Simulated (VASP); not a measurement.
**HfSbH5: relaxation of cell and atoms with PBE**

Crystal: HfSbH5.

```
Hf Sb H
1.0
     2.59690    1.49932    4.29102
    -2.59690    1.49932    4.29102
     0.00000   -2.99864    4.29102
Hf Sb H
1 1 5
Direct
  0.00000 0.00000 0.00000
  0.50000 0.50000 0.50000
  0.80986 0.80986 0.80986
  0.19014 0.19014 0.19014
  0.00000 0.00000 0.50000
  0.50000 0.00000 0.00000
  0.00000 0.50000 0.00000
```

```
Program                : VASP 6.6.1
Task                   : relaxation of cell and atoms
Functional             : PBE
Potentials or basis    : VASP PAW PBE potentials, release 64 (Hf_pv, Sb, H)
Cutoff                 : 600 eV
k mesh                 : 6 × 6 × 6
Occupations            : gaussian, width 0.1 eV
Spin                   : no spin polarisation
Dipole correction      : no
Further INCAR settings : ALGO = Normal; EDIFF = 1e-06; IBRION = 2; EDIFFG = -0.04; NSW = 90; ISIF = 3
```

```json
{
  "Relaxed volume": "9.25 Å³/atom",
  "Relaxed cell": "a = 4.163 Å, b = 4.163 Å, c = 4.163 Å, α = 73.56°, β = 73.56°, γ = 73.56°",
  "Space group after relaxing (to 0.05 Å)": "R-3m (No. 166)",
  "Energy gained by relaxing": "534.7 meV/atom",
  "Ionic steps": "16",
  "Pressure after relaxing": "0.4 GPa",
  "Largest force after relaxing": "0.031 eV/Å",
  "Band gap on the k mesh": "zero (band 10 reaches 6.16 eV, above the bottom of band 11 at 2.94 eV)"
}
```

Forces in eV/Å, atoms in the order of the input:
```
Hf   0.000  0.000  0.000
Sb   0.000  0.000  0.000
H    0.000  0.000 -0.031
H    0.000  0.000  0.031
H    0.000  0.000  0.000
H    0.000  0.000  0.000
H    0.000  0.000  0.000
```

Stress tensor (GPa, compression positive):
```
0.64 0.00 0.00
0.00 0.64 0.00
0.00 0.00 0.02
```

The path:
| step | energy change (eV) | largest force (eV/Å) | pressure (GPa) | volume (Å³) |
| --- | --- | --- | --- | --- |
| 1 | 0.0000 | 1.3191 | -15.00 | 100.24 |
| 2 | -2.3109 | 0.9353 | -11.51 | 81.86 |
| 3 | 3.9135 | 11.9783 | 95.26 | 44.72 |
| 4 | -2.9897 | 0.6291 | -7.67 | 74.33 |
| 5 | -3.2138 | 1.7851 | 12.06 | 60.73 |
| 6 | -3.4107 | 0.2813 | -0.01 | 67.13 |
| 7 | -3.4262 | 0.4802 | 1.59 | 66.04 |
| 8 | -3.4275 | 0.5988 | 2.55 | 65.43 |
| 9 | -3.5471 | 0.7958 | 2.02 | 65.77 |
| 10 | -3.5926 | 1.0766 | 1.93 | 66.08 |
| 11 | -3.6775 | 0.4752 | -0.92 | 67.24 |
| 12 | -3.6936 | 0.1207 | -2.82 | 68.13 |
| 13 | -3.7199 | 0.0860 | -1.73 | 66.89 |
| 14 | -3.7396 | 0.0406 | 0.28 | 64.95 |
| 15 | -3.7400 | 0.0340 | 0.62 | 64.65 |
| 16 | -3.7427 | 0.0306 | 0.43 | 64.74 |

Final structure:
```xyz
7
Lattice="2.4927 1.4392 3.0079 -2.4927 1.4392 3.0079 0.0000 -2.8783 3.0079" Properties=species:S:1:pos:R:3 pbc="T T T"
Hf    0.0000    0.0000    0.0000
Sb    0.0000    0.0000    4.5119
H     0.0000    0.0000    7.1093
H     0.0000    0.0000    1.9144
H     0.0000   -1.4392    1.5040
H     1.2464    0.7196    1.5040
H    -1.2464    0.7196    1.5040
```

Levels at points of the mesh, in eV from the Fermi level:
```
           k point  band 6  band 7  band 8  band 9  band 10  band 11  band 12  band 13  band 14
(0.00, 0.00, 0.00)   -5.21   -5.21   -3.30   -0.89    -0.89     1.13     1.13     1.83     2.09
(0.50, 0.00, 0.00)   -5.58   -4.47   -1.64   -1.33    -0.90     0.93     1.44     3.89     4.07
(0.50, 0.50, 0.00)   -7.53   -5.00   -1.47   -1.38     0.46     1.06     1.44     1.88     2.06
(0.50, 0.50, 0.50)   -6.04   -3.44   -3.44   -3.41    -3.41    -2.62     1.90     1.90     5.63
```

Run time: 9.2 min on 1 thread of Oxide Virtual Turin-like Processor, with other jobs on the host, peak memory 0.29 GiB.

Caveat: the volume moved by over 15 % at a fixed basis, so the end points are rough; spin-orbit coupling is left out, which moves the levels of the heavy elements.
